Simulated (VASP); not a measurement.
# Mo (C2/m) in VASP: further runs

Mo is run at these levels: LDA; tasks: single point.

Everything below comes from runs of VASP 6.6.1. Logs are shortened: lines on timing, memory, paths and dates and some standing lists are left out, and cuts for length are marked.

### 1 The cell of the first run

The structure is monoclinic, space group C2/m (No. 12). Conventional cell: a = 4.893 Å, b = 2.825 Å, c = 4.577 Å, α = 90.00°, β = 90.00°, γ = 90.00°. Within 3.4 Å of Mo (site symmetry m) lie 12 Mo at 2.58 to 3.09 Å.

### 2 Single point, LDA (shortest bond scaled by 1.1)

Contents of INCAR:

```
SYSTEM = Mo
PREC     = Accurate       ! precision mode
ENCUT    = 520            ! plane-wave cutoff, eV
EDIFF    = 1E-6           ! SCF threshold, eV
ISMEAR   = -1             ! smearing method
SIGMA    = 0.05           ! smearing width, eV
LREAL    = .False.        ! projectors in reciprocal space
LASPH    = .True.         ! aspherical terms in the spheres
NELM     = 100            ! most SCF steps
ALGO     = Normal         ! electronic algorithm
ISIF     = 2              ! what is computed and relaxed
LWAVE    = .False.        ! write WAVECAR
LCHARG   = .True.         ! write CHGCAR
GGA      = CA             ! functional
LELF     = .True.         ! ELF
LVHAR    = .True.       
NBANDS   = 21             ! bands
```

Contents of KPOINTS:

```
Automatic mesh
0
Gamma
  12 12 7
  0 0 0
```

Contents of POSCAR:

```
Mo
1.0
    2.8252342238      0.0000000000      0.0000000000
   -1.4126171119      2.4467246095      0.0000000000
    0.0000000000      0.0000000000      4.5768794426
Mo
2
Direct
    0.3666666667      0.6833333333      0.2750000000
    0.6333333333      0.3166666667      0.7250000000
```

Potentials or basis: VASP PAW LDA potentials, release 64 (Mo_sv).

On the command line:

```bash
$ cat potpaw_LDA.64/Mo_sv/POTCAR > POTCAR
$ mpirun -np 1 vasp_std > vasp.out
```

OUTCAR:

```text
SYSTEM = Mo
   PREC = Accurate
   ENCUT = 520
   EDIFF = 1E-6
   ISMEAR = -1
   LREAL = .False.
   LASPH = .True.
   NELM = 100
   ISIF = 2
   GGA = CA

 ion  position               nearest neighbor table
   1  0.367  0.683  0.275-   2 2.58   2 2.58   2 2.73   2 2.96   2 2.96   2 3.09
   2  0.633  0.317  0.725-   1 2.58   1 2.58   1 2.73   1 2.96   1 2.96   1 3.09

  LATTYP: Found a hexagonal cell.
 ALAT       =     2.8252342238
 C/A-ratio  =     1.6200000000

  Lattice vectors:

 A1 = (   2.8252342238,   0.0000000000,   0.0000000000)
 A2 = (  -1.4126171119,   2.4467246095,   0.0000000000)
 A3 = (   0.0000000000,   0.0000000000,   4.5768794426)

Analysis of symmetry for initial positions (statically):
=====================================================================
 Subroutine PRICEL returns:
 Original cell was already a primitive cell.

 Routine SETGRP: Setting up the symmetry group for a
 hexagonal supercell.

 Subroutine GETGRP returns: Found  4 space group operations
 (whereof  4 operations were pure point group operations)
 out of a pool of 24 trial point group operations.

The static configuration has the point symmetry C_2h.

Analysis of symmetry for dynamics (positions and initial velocities):
=====================================================================
 Subroutine PRICEL returns:
 Original cell was already a primitive cell.

 Routine SETGRP: Setting up the symmetry group for a
 hexagonal supercell.

 Subroutine GETGRP returns: Found  4 space group operations
 (whereof  4 operations were pure point group operations)
 out of a pool of 24 trial point group operations.

The dynamic configuration has the point symmetry C_2h.

 Subroutine INISYM returns: Found  4 space group operations
 (whereof  4 operations are pure point group operations),
 and found     1 'primitive' translations

----------------------------------------------------------------------------------------

                                     Primitive cell

  volume of cell :      31.6380

  direct lattice vectors                    reciprocal lattice vectors
     2.825234224  0.000000000  0.000000000     0.353952954  0.204354833  0.000000000
    -1.412617112  2.446724609  0.000000000     0.000000000  0.408709667  0.000000000
     0.000000000  0.000000000  4.576879443     0.000000000  0.000000000  0.218489478

  length of vectors
     2.825234224  2.825234224  4.576879443     0.408709667  0.408709667  0.218489478

  position of ions in fractional coordinates (direct lattice)
     0.366666667  0.683333333  0.275000000
     0.633333333  0.316666667  0.725000000

  ion indices of the primitive-cell ions
   primitive index   ion index
                 1           1
                 2           2

----------------------------------------------------------------------------------------

 KPOINTS: Automatic mesh

Automatic generation of k-mesh.
 Grid dimensions read from file:
 generate k-points for:   12   12    7

 Generating k-lattice:

  Cartesian coordinates                     Fractional coordinates (reciprocal lattice)
     0.029496080  0.017029569  0.000000000     0.083333333  0.000000000  0.000000000
     0.000000000  0.034059139  0.000000000     0.000000000  0.083333333  0.000000000
     0.000000000  0.000000000  0.031212783     0.000000000  0.000000000  0.142857143

  Length of vectors
     0.034059139  0.034059139  0.031212783

  Shift w.r.t. Gamma in fractional coordinates (k-lattice)
     0.000000000  0.000000000  0.000000000

 Subroutine IBZKPT returns following result:
 ===========================================

 Found    277 irreducible k-points:

 Following reciprocal coordinates:
            Coordinates               Weight
  0.000000  0.000000  0.000000      1.000000
  0.083333  0.000000  0.000000      2.000000
  0.000000  0.083333  0.000000      4.000000
  0.166667  0.000000  0.000000      2.000000
  0.000000  0.166667  0.000000      4.000000
  0.250000  0.000000  0.000000      2.000000
[... 16 lines left out ...]
 -0.083333  0.416667  0.000000      4.000000
 -0.416667  0.333333  0.000000      4.000000
 [... further k-points ...]
   k-points           NKPTS =    277   k-points in BZ     NKDIM =    277   number of bands    NBANDS=     21
   number of dos      NEDOS =    301   number of ions     NIONS =      2
   total plane-waves  NPLWV =  20736
   dimension x,y,z NGX =    24 NGY =   24 NGZ =   36
   dimension x,y,z NGXF=    48 NGYF=   48 NGZF=   72
   ions per type =               2
   NGX,Y,Z   is equivalent  to a cutoff of  14.12, 14.12, 13.08 a.u.
   NGXF,Y,Z  is equivalent  to a cutoff of  28.24, 28.24, 26.15 a.u.
 SYSTEM =  Mo
   PREC   = accura    normal or accurate (medium, high low for compatibility)
   ISTART =      0    job   : 0-new  1-cont  2-samecut
   ICHARG =      2    charge: 1-file 2-atom 10-const
   ISPIN  =      1    spin polarized calculation?
   LNONCOLLINEAR =      F non collinear calculations
   LSORBIT =      F    spin-orbit coupling
   LASPH  =      T    aspherical Exc in radial PAW
   ENCUT  =  520.0 eV  38.22 Ry    6.18 a.u.   5.25  5.25  8.51*2*pi/ulx,y,z
   NELM   =    100;   NELMIN=  2; NELMDL= -5     # of ELM steps
   EDIFF  = 0.1E-05   stopping-criterion for ELM
   LREAL  =      F    real-space projection
   EDIFFG = 0.1E-04   stopping-criterion for IOM
   NSW    =      0    number of steps for IOM
   IBRION =     -1    ionic relax: 0-MD 1-quasi-New 2-CG
   NFREE  =      0    steps in history (QN), initial steepest desc. (CG)
   ISIF   =      2    stress and relaxation
   ISYM   =      2    0-nonsym 1-usesym 2-fastsym
   POTIM  = 0.5000    time-step for ionic-motion
   TEBEG  =    0.0;   TEEND  =   0.0 temperature during run
   PSTRESS=    0.0 pullay stress
   NELECT =      28.0000    total number of electrons
   NUPDOWN=      -1.0000    fix difference up-down
   EMIN   =  10.00;   EMAX   =-10.00  energy-range for DOS
   EFERMI =   0.00;   METHOD = LEGACY
   ISMEAR =    -1;   SIGMA  =   0.05  broadening in eV -4-tet -1-fermi 0-gaus
   EFERMI_NEDOS =   21; number of points for ismear=-14 and -15
   IALGO  =     38    algorithm
   IMIX   =      4    mixing-type and parameters
     AMIX     =   0.40;   BMIX     =  1.00
     AMIX_MAG =   1.60;   BMIX_MAG =  1.00
  volume/ion in A,a.u.               =      15.82       106.75
  Fermi-wavevector in a.u.,A,eV,Ry     =   1.571778  2.970229 33.612998  2.470486
  Thomas-Fermi vector in A             =   2.673311
   LORBIT       =      0    0 simple, 1 ext, 2 COOP (PROOUT), +10 PAW based schemes
   GGA     = CA    functional components
   LHFCALC =     F    Hartree Fock is set to
   AEXX    =    0.0000 exact exchange contribution
   IVDW    =     0    specifies the selected vdW correction
   LEPSILON=     F    determine dielectric tensor
   LRPA    =     F    only Hartree local field effects (RPA)
 non-spin polarized calculation
  energy-cutoff  :      520.00
  volume of cell :       31.64
 maximum number of plane-waves:       868
 NGX is ok and might be reduce to    24
   NGX = 11   NGY = 11   NGZ = 17

 number of electron      28.0000000 magnetization

 Free energy of the ion-electron system (eV)
  ---------------------------------------------------
  ext. energy  EPLUGINS =         0.00000000
  ---------------------------------------------------
  free energy    TOTEN  =       -23.09406533 eV

  energy without entropy =      -23.06508084  energy(sigma->0) =      -23.07957309

 E-fermi :  11.8570     XC(G=0): -13.4795

 val. band max:       11.8535768881   @ k =   0.2500  -0.1667   0.2857
 cond. band min:      11.8596760696   @ k =  -0.2500   0.1667   0.4286
 fundamental gap:      0.0060991814
 Fermi energy:        11.8569858032

 k-point     1 :       0.0000    0.0000    0.0000
  band No.  band energies     occupation
      1     -48.4944      2.00000
      2     -48.1592      2.00000
      3     -23.4344      2.00000
      4     -22.2178      2.00000
      5     -22.1421      2.00000
      6     -22.0103      2.00000
[... 13 lines left out ...]
     20      16.1563      0.00000
     21      21.9150      0.00000

 k-point     2 :       0.0833    0.0000    0.0000
  band No.  band energies     occupation
      1     -48.4802      2.00000
      2     -48.1526      2.00000
      3     -23.4092      2.00000
      4     -22.2391      2.00000
      5     -22.2332      2.00000
      6     -22.0677      2.00000
[... 13 lines left out ...]
     20      16.3951      0.00000
     21      22.0154      0.00000

 k-point     3 :       0.0000    0.0833    0.0000
  band No.  band energies     occupation
      1     -48.4787      2.00000
      2     -48.1541      2.00000
      3     -23.4046      2.00000
      4     -22.2928      2.00000
      5     -22.1778      2.00000
      6     -22.0384      2.00000
[... 13 lines left out ...]
     20      17.1318      0.00000
     21      22.0342      0.00000

 k-point     4 :       0.1667    0.0000    0.0000
  band No.  band energies     occupation
      1     -48.4407      2.00000
      2     -48.1349      2.00000
      3     -23.3396      2.00000
      4     -22.4597      2.00000
      5     -22.2964      2.00000
      6     -22.2354      2.00000
[... 13 lines left out ...]
     20      18.2903      0.00000
     21      22.1643      0.00000

 k-point     5 :       0.0000    0.1667    0.0000
  band No.  band energies     occupation
      1     -48.4347      2.00000
      2     -48.1410      2.00000
      3     -23.3219      2.00000
      4     -22.4980      2.00000
      5     -22.2533      2.00000
      6     -22.1828      2.00000
[... 13 lines left out ...]
     20      18.9009      0.00000
     21      22.2020      0.00000

 k-point     6 :       0.2500    0.0000    0.0000
  band No.  band energies     occupation
      1     -48.3849      2.00000
      2     -48.1121      2.00000
      3     -23.2458      2.00000
      4     -22.7501      2.00000
      5     -22.4543      2.00000
      6     -22.3725      2.00000
[... 13 lines left out ...]
     20      20.0716      0.00000
     21      22.1450      0.00000

 k-point     7 :       0.0000    0.2500    0.0000
  band No.  band energies     occupation
      1     -48.3706      2.00000
      2     -48.1264      2.00000
      3     -23.2107      2.00000
      4     -22.7635      2.00000
      5     -22.4156      2.00000
      6     -22.3351      2.00000
[... 13 lines left out ...]
     20      20.7309      0.00000
     21      22.1708      0.00000
[... 291 lines left out ...]
      1     -48.3233      2.00000
      2     -48.1237      2.00000
      3     -23.1462      2.00000
      4     -22.8957      2.00000
      5     -22.5402      2.00000
      6     -22.3711      2.00000
[... 13 lines left out ...]
     20      21.8026      0.00000
     21      22.2506      0.00000

 k-point    21 :      -0.3333    0.2500    0.0000
  band No.  band energies     occupation
      1     -48.3322      2.00000
      2     -48.1147      2.00000
      3     -23.1613      2.00000
      4     -22.8767      2.00000
      5     -22.6083      2.00000
      6     -22.3501      2.00000
[... 13 lines left out ...]
     20      21.6412      0.00000
     21      22.2758      0.00000

 k-point    22 :       0.3333    0.0833    0.0000
  band No.  band energies     occupation
      1     -48.2932      2.00000
      2     -48.0848      2.00000
      3     -23.1712      2.00000
      4     -23.0895      2.00000
      5     -22.7047      2.00000
      6     -22.4998      2.00000
[... 13 lines left out ...]
     20      21.5550      0.00000
     21      22.4738      0.00000

 k-point    23 :      -0.0833    0.4167    0.0000
  band No.  band energies     occupation
      1     -48.2545      2.00000
      2     -48.1236      2.00000
      3     -23.1680      2.00000
      4     -23.0551      2.00000
      5     -22.5817      2.00000
      6     -22.4801      2.00000
[... 13 lines left out ...]
     20      21.9004      0.00000
     21      22.7548      0.00000

 k-point    24 :      -0.4167    0.3333    0.0000
  band No.  band energies     occupation
      1     -48.2643      2.00000
      2     -48.1137      2.00000
      3     -23.1706      2.00000
      4     -23.0474      2.00000
      5     -22.6626      2.00000
      6     -22.4339      2.00000
[... 13 lines left out ...]
     20      21.8078      0.00000
     21      22.6806      0.00000

 [... further k-points ...]

------------------------ aborting loop because EDIFF is reached ----------------------------------------

  FORCE on cell =-STRESS in cart. coord.  units (eV):
  Direction    XX          YY          ZZ          XY          YZ          ZX
  --------------------------------------------------------------------------------------
  -------------------------------------------------------------------------------------
  Total       -0.5217683      0.3145330     -1.7889885     -0.7242582     -0.2860841     -0.4955122
  in kB      -26.4228248     15.9282401    -90.5960161    -36.6770980    -14.4875612    -25.0931926
  external PRESSURE =     -33.6968669 kB  Pullay stress =       0.0000000 kB

 VOLUME and BASIS-vectors are now :
 -----------------------------------------------------------------------------
  energy-cutoff  :      520.00
  volume of cell :       31.64
      direct lattice vectors                 reciprocal lattice vectors
     2.825234224  0.000000000  0.000000000     0.353952954  0.204354833  0.000000000
    -1.412617112  2.446724609  0.000000000     0.000000000  0.408709667  0.000000000
     0.000000000  0.000000000  4.576879443     0.000000000  0.000000000  0.218489478

 POSITION                                       TOTAL-FORCE (eV/Angst)
 -----------------------------------------------------------------------------------
      0.07063      1.67193      1.25864         0.264242      0.152560     -1.661205
      1.34199      0.77480      3.31824        -0.264242     -0.152560      1.661205
 -----------------------------------------------------------------------------------
    total drift:                               -0.000000      0.000000     -0.000000

  FREE ENERGIE OF THE ION-ELECTRON SYSTEM (eV)
  ---------------------------------------------------
  free  energy   TOTEN  =       -23.0940653314 eV

  energy  without entropy=      -23.0650808442  energy(sigma->0) =      -23.07957309
```

Run time: 47 s. Hardware: 1 thread of Intel Xeon 6975P-C (Granite Rapids), shared host; peak memory 0.25 GiB.

Results:

```
Free energy            : -23.0941 eV
Pressure               : -3.4 GPa
Largest force          : 1.689 eV/Å
Band gap on the k mesh : zero (bands 14 and 15 overlap by 2.22 eV)
```

Forces in eV/Å, atoms in the order of the input:
```
Mo   0.264  0.153 -1.661
Mo  -0.264 -0.153  1.661
```

Stress tensor (GPa, compression positive):
```
-2.64 -3.67 -2.51
-3.67  1.59 -1.45
-2.51 -1.45 -9.06
```

Caveat: the cell differs from its parent crystal (shortest bond scaled by 1.1); the cell stands under tension; forces of over 1 eV/Å act on the atoms, so gaps and moduli don't describe the material at rest.

(Continued in part 2 of 2.)
